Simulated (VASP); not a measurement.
Here is a VASP 6.6.1 calculation.

INCAR

```
SYSTEM = NiO
ALGO = Normal
EDIFF = 1E-6
ENCUT = 520
GGA = PE
ISIF = 2
ISMEAR = -1
ISPIN = 2
LASPH = .True.
LCHARG = .False.
LMAXMIX = 4
LORBIT = 11
LREAL = .False.
LWAVE = .False.
MAGMOM = 2 0
NBANDS = 19
NELM = 150
PREC = Accurate
SIGMA = 0.05
```

File KPOINTS:

```
k-points
0
Gamma
  19 19 19
  0 0 0
```

File POSCAR:

```
NiO
1.0
    0.0000000000      2.0950300000      2.0531294000
    2.0950300000      0.0000000000      2.0531294000
    2.0950300000      2.0950300000      0.0000000000
Ni O
1 1
Direct
    0.0000000000      0.0000000000      0.0000000000
    0.5000000000      0.5000000000      0.5000000000
```

Potentials or basis: VASP PAW PBE potentials, release 64 (Ni, O).

Launch:

```console
$ cat potpaw_PBE.64/Ni/POTCAR potpaw_PBE.64/O/POTCAR > POTCAR
$ mpirun -np 1 vasp_std > vasp.out
```

Question: What does it give for the net moment?

Answer: 1.66 μB per cell.

Question: Predict the site moments.

Answer: Ni +1.37; O +0.25 μB.

Question: Predict the pressure.

Answer: 6.7 GPa.

Stress tensor (GPa, compression positive):
```
5.86 0.00 0.00
0.00 5.86 0.00
0.00 0.00 8.30
```

Caveat: the cell differs from its parent crystal (z stretched by -2 %, then relaxed in part); the cell stands under pressure; a cell with one magnetic atom can't hold antiferromagnetic order, which such compounds often take.
